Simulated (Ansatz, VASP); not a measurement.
**PbSe in VASP and in Ansatz**

Contents of INCAR:

```
PREC = Accurate
ENCUT = 520
EDIFF = 1E-7
ISMEAR = 0
SIGMA = 0.1
LREAL = F
LASPH = T
NELM = 80
ALGO = Normal
ISIF = 2
LWAVE = F
LCHARG = F
GGA = PE
NBANDS = 28
```

KPOINTS

```
regular mesh
0
Gamma
  4 4 4
```

Contents of POSCAR:

```
PbSe
1.0
    4.9969590800      0.0000000000      0.0000000000
    0.0000000000      4.9969590800      0.0000000000
    0.0000000000      0.0000000000      7.0667672900
Pb Se
2 2
Direct
    0.5000000000      0.0000000000      0.7500000000
    0.0000000000      0.5000000000      0.2500000000
    0.0000000000      0.0000000000      0.0000000000
    0.5000000000      0.5000000000      0.0000000000
```

Input for Ansatz:

```yaml
crystal:
  lattice:
    - [4.99695908, 0.0, 0.0]
    - [0.0, 4.99695908, 0.0]
    - [0.0, 0.0, 7.06676729]
  atoms:
    - { symbol: Pb, position: [0.5, 0.0, 0.75] }
    - { symbol: Pb, position: [0.0, 0.5, 0.25] }
    - { symbol: Se, position: [0.0, 0.0, 0.0] }
    - { symbol: Se, position: [0.5, 0.5, 0.0] }
basis:
  ecutwfc: 420
kpoints:
  mp_grid: { grid: [4, 4, 4] }
hamiltonian:
  xc: pbe
scf:
  occupations: { method: gaussian, width: 0.1 }
  lower_state_search: "off"
output:
  forces: true
  stress: true
  eigenvalues: true
```

Change from the starting cell: ordered vacancies on the anion sites of fluorite (P4/nmm, No. 129).

Alike in both runs: task single point; functional PBE; k mesh 4 × 4 × 4; occupations gaussian, width 0.1 eV; no spin polarisation.

```csv
,VASP,Ansatz
version,VASP 6.6.1,Ansatz 0.2.0
potentials or method,"VASP PAW PBE potentials, release 64 (Pb_d, Se), cutoff 520 eV","scalar-relativistic, plane waves, PAW"
valence electrons in the cell,40,60
```

```csv
,VASP,Ansatz,Ansatz less VASP
gap on the k mesh at the Fermi level (eV),none,none,-
pressure (GPa),-2.3,-2.3,+0.01
"traceless stress, the component that is largest in VASP (GPa)",-3.27,-3.28,-0.004
rms of the force components (eV/Å),0.651,0.654,+0.0025
```

Atom by atom the forces differ by 0.002 eV/Å (rms over components). A gap of «none» marks a metal or a gap that the smearing closes. The functional is the same, so the differences come from potentials, cutoffs and numerics. VASP's potentials hold 40 valence electrons a cell and Ansatz's 60, so a difference there can come from the potentials and not from the codes.

Spin-orbit coupling is off throughout.
